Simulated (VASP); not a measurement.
Input of a VASP 6.6.1 run:

Contents of INCAR:

```
SYSTEM = HC12
ALGO = Normal ; DIPOL = 0.5 0.5 0.287
EDIFF = 1E-6 ; ENCUT = 520
GGA = PE ; IDIPOL = 3
ISIF = 2 ; ISMEAR = 0
LASPH = .TRUE. ; LCHARG = .FALSE.
LDIPOL = .TRUE. ; LREAL = Auto
LWAVE = .FALSE. ; NBANDS = 68
NELM = 100 ; PREC = Accurate
SIGMA = 0.05
```

The input KPOINTS:

```
k-points
0
G
  5 5 1
  0 0 0
```

Contents of POSCAR:

```
HC12
1.0
    5.0509324483      0.0000000000      0.0000000000
    0.0000000000      5.0509324483      0.0000000000
    0.0000000000      0.0000000000     22.3754933530
C H
24 2
Direct
    0.0000000000      0.2500000000      0.1787670080
    0.0000000000      0.7500000000      0.1787670080
    0.5000000000      0.2500000000      0.1787670080
    0.5000000000      0.7500000000      0.1787670080
    0.0000000000      0.0000000000      0.2186716990
    0.0000000000      0.5000000000      0.2186716990
    0.5000000000      0.0000000000      0.2186716990
    0.5000000000      0.5000000000      0.2186716990
    0.2500000000      0.0000000000      0.2585763899
    0.2500000000      0.5000000000      0.2585763899
    0.7500000000      0.0000000000      0.2585763899
    0.7500000000      0.5000000000      0.2585763899
    0.2500000000      0.2500000000      0.2976014419
    0.2500000000      0.7500000000      0.2976014419
    0.7500000000      0.2500000000      0.2976014419
    0.7500000000      0.7500000000      0.2976014419
    0.0000000000      0.2500000000      0.3394883053
    0.0000000000      0.7500000000      0.3394883053
    0.5000000000      0.2500000000      0.3394883053
    0.5000000000      0.7500000000      0.3394883053
    0.0000000000      0.0000000000      0.3743154719
    0.0000000000      0.5000000000      0.3743154719
    0.5000000000      0.0000000000      0.3743154719
    0.5000000000      0.5000000000      0.3743154719
    0.9090266986      0.3750000000      0.3944267603
    1.0909733014      0.3750000000      0.3944267603
```

Potentials or basis: VASP PAW PBE potentials, release 64 (C, H).

The run is started by

```console
$ cat potpaw_PBE.64/C/POTCAR potpaw_PBE.64/H/POTCAR > POTCAR
$ mpirun -np 1 vasp_std > vasp.out
```

(1) Predict the largest force.

(2) What does it give for the band gap on the k mesh?

Answers

(1) 15.162 eV/Å.

(2) zero (bands 49 and 50 overlap by 0.21 eV).
